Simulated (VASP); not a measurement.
KF: single point with LDA

Crystal: KF.

```
K F
1.0
     0.00000    2.68954    2.68954
     2.68954    0.00000    2.68954
     2.68954    2.68954    0.00000
K F
1 1
Direct
  0.00000 0.00000 0.00000
  0.50000 0.50000 0.50000
```

```
Program                : VASP 6.6.1
Task                   : single point
Functional             : LDA
Potentials or basis    : VASP PAW LDA potentials, release 64 (K_sv, F)
Cutoff                 : 520 eV
k mesh                 : 9 × 9 × 9
Occupations            : fermi-dirac, width 0.05 eV
Spin                   : no spin polarisation
Dipole correction      : no
Further INCAR settings : ALGO = Normal; EDIFF = 1e-06; NBANDS = 15
```

| Quantity | Value |
| --- | --- |
| Pressure | -3.9 GPa |
| Band gap on the k mesh | 5.69 eV |

Levels at points of the mesh, in eV from the valence-band top:
```
           k point  band 4  band 5  band 6  band 7  band 8  band 9  band 10  band 11  band 12  band 13
(0.00, 0.00, 0.00)   -9.17   -9.17    0.00    0.00    0.00    5.69    10.46    10.46    10.46    12.17
```

It took 27 s on 1 thread of Intel Xeon 8259CL, with other jobs on the host, peak memory 0.15 GiB.

Caveat: the cell stands under tension; an odd mesh through Γ misses points on the zone boundary, where band edges can lie.
